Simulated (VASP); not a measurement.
Mg2Be:

```
Mg Be
1.0
     6.57640    0.00000    0.00000
     0.00000    6.57640    0.00000
     0.00000    0.00000    2.86235
Mg Be
4 2
Direct
  0.27094 0.27094 0.00000
  0.22906 0.77094 0.50000
  0.72906 0.72906 0.00000
  0.77094 0.22906 0.50000
  0.00000 0.00000 0.00000
  0.50000 0.50000 0.50000
```

| Property | Result |
| --- | --- |
| Program | VASP 6.6.1 |
| Task | relaxation of cell and atoms |
| Functional | PBE |
| Potentials or basis | VASP PAW PBE potentials, release 64 (Mg, Be) |
| Cutoff | 600 eV |
| k mesh | 6 × 6 × 14 |
| Occupations | gaussian, width 0.1 eV |
| Spin | no spin polarisation |

At the start: pressure 0.1 GPa; volume 20.63 Å³/atom.

Q: How do energy, volume and symmetry change on relaxing?

A: Over 6 steps the energy falls by 6.0 meV/atom and the volume is 20.72 Å³/atom (+0.4 %); space group P4_2/mnm (No. 136, to 0.1 Å) before and after.

Step by step:
| step | energy change (eV) | largest force (eV/Å) | pressure (GPa) | volume (Å³) |
| --- | --- | --- | --- | --- |
| 1 | 0.0000 | 0.0035 | 0.07 | 123.79 |
| 2 | -0.0238 | 0.0342 | 0.02 | 123.93 |
| 3 | -0.0318 | 0.1063 | 0.04 | 124.09 |
| 4 | -0.0334 | 0.0835 | 0.03 | 124.05 |
| 5 | -0.0348 | 0.0571 | 0.02 | 124.14 |
| 6 | -0.0361 | 0.0099 | 0.01 | 124.31 |

Final structure:
```cif
data_structure
_symmetry_space_group_name_H-M 'P 1'
_symmetry_Int_Tables_number 1
_cell_length_a 6.4871
_cell_length_b 6.4871
_cell_length_c 2.9539
_cell_angle_alpha 90.000
_cell_angle_beta 90.000
_cell_angle_gamma 90.000
_cell_volume 124.31
loop_
_atom_site_label
_atom_site_type_symbol
_atom_site_fract_x
_atom_site_fract_y
_atom_site_fract_z
_atom_site_occupancy
Mg1 Mg 0.27242 0.27242 0.00000 1
Mg2 Mg 0.22758 0.77242 0.50000 1
Mg3 Mg 0.72758 0.72758 0.00000 1
Mg4 Mg 0.77242 0.22758 0.50000 1
Be1 Be 0.00000 0.00000 0.00000 1
Be2 Be 0.50000 0.50000 0.50000 1
```
